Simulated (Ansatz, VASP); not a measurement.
# Se: VASP beside Ansatz

Contents of INCAR:

```
PREC = Accurate
ENCUT = 520
EDIFF = 1E-8
ISMEAR = -1
SIGMA = 0.03
LREAL = False
LASPH = True
NELM = 60
ALGO = Normal
ISIF = 2
LWAVE = False
LCHARG = False
GGA = PE
LEFG = True
NBANDS = 16
```

KPOINTS

```
Automatic mesh
0
Gamma
  6 6 5
```

Contents of POSCAR:

```
Se
1.0
    4.3661999489     -0.0654929992     -0.0654929992
   -2.2398185756      3.8139865734     -0.0239721015
   -0.0743040000     -0.0743040000      4.9536000000
Se
3
Direct
    0.2254000000      0.0000000000      0.3333333333
    0.0000000000      0.2254000000      0.6666666667
    0.7746000000      0.7746000000      0.0000000000
```

Input for Ansatz:

```yaml
crystal:
  lattice:
    - [4.3661999489, -0.0654929992, -0.0654929992]
    - [-2.2398185756, 3.8139865734, -0.0239721015]
    - [-0.074304, -0.074304, 4.9536]
  atoms:
    - { symbol: Se, position: [0.2254, 0.0, 0.3333333333] }
    - { symbol: Se, position: [0.0, 0.2254, 0.6666666667] }
    - { symbol: Se, position: [0.7746, 0.7746, 0.0] }
kpoints:
  mp_grid: { grid: [6, 6, 5] }
scf:
  occupations: { method: fermi_dirac, width: 0.03 }
hamiltonian:
  xc: pbe
  pseudopotentials: { kind: all_electron, datasets: crystal }
output:
  forces: true
  stress: true
  eigenvalues: true
  efg: { contact_densities: true }
```

Change from the starting cell: equal xy, yz and zx shear strains of -3 %, crystal datasets.

Alike in both runs: task electric field gradients; functional PBE; k mesh 6 × 6 × 5; occupations fermi-dirac, width 0.03 eV; no spin polarisation.

```csv
,VASP,Ansatz
version,VASP 6.6.1,Ansatz 0.2.0
potentials or method,"VASP PAW PBE potentials, release 64 (Se), cutoff 520 eV","all-electron PAW with datasets made for the crystal, scalar-relativistic"
```

Ansatz gave:

* pressure (GPa): 3.1
* traceless stress, the component that is largest in VASP (GPa): 2.41
* rms of the force components (eV/Å): 0.409
* size of Vzz on the site where it differs most (V/Å²): 544.7

Problem. Which values does VASP return?

Solution. Pressure (GPa): 3.2; traceless stress, the component that is largest in VASP (GPa): 2.44; rms of the force components (eV/Å): 0.428; size of Vzz on the site where it differs most (V/Å²): 523.4.

Atom by atom the forces differ by 0.023 eV/Å (rms over components). Ansatz ran all-electron here, and VASP with PAW potentials.
